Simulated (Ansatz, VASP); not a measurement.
Al2Ru in VASP and in Ansatz

```xyz
6
Lattice="3.1218 0.0000 0.0000 0.0000 3.1218 0.0000 0.0000 0.0000 8.4450" Properties=species:S:1:pos:R:3 pbc="T T T"
Al    1.5609    1.5609    1.3435
Al    0.0000    0.0000    2.8789
Al    0.0000    0.0000    5.5660
Al    1.5609    1.5609    7.1014
Ru    0.0000    0.0000    0.0000
Ru    1.5609    1.5609    4.2225
```

Alike in both runs: task single point; functional r2SCAN; k mesh 12 × 12 × 4; occupations gaussian, width 0.1 eV; no spin polarisation.

|  | VASP | Ansatz |
| --- | --- | --- |
| version | VASP 6.6.1 | Ansatz 0.2.0 |
| potentials or method | VASP PAW PBE potentials, release 64 (Al, Ru_pv), cutoff 520 eV | scalar-relativistic, plane waves, PAW |
| valence electrons in the cell | 40 | 44 |

```tsv
	VASP	Ansatz	Ansatz less VASP
gap on the k mesh at the Fermi level (eV)	none	none	-
pressure (GPa)	-0.1	0.0	+0.10
traceless stress, the component that is largest in VASP (GPa)	-0.08	-0.02	+0.060
rms of the force components (eV/Å)	0.004	0.002	-0.0017
```

VASP's potentials were made for PBE, not for r2SCAN. Atom by atom the forces differ by 0.006 eV/Å (rms over components). A gap of «none» marks a metal or a gap that the smearing closes. VASP's potentials hold 40 valence electrons a cell and Ansatz's 44, so a difference there can come from the potentials and not from the codes.
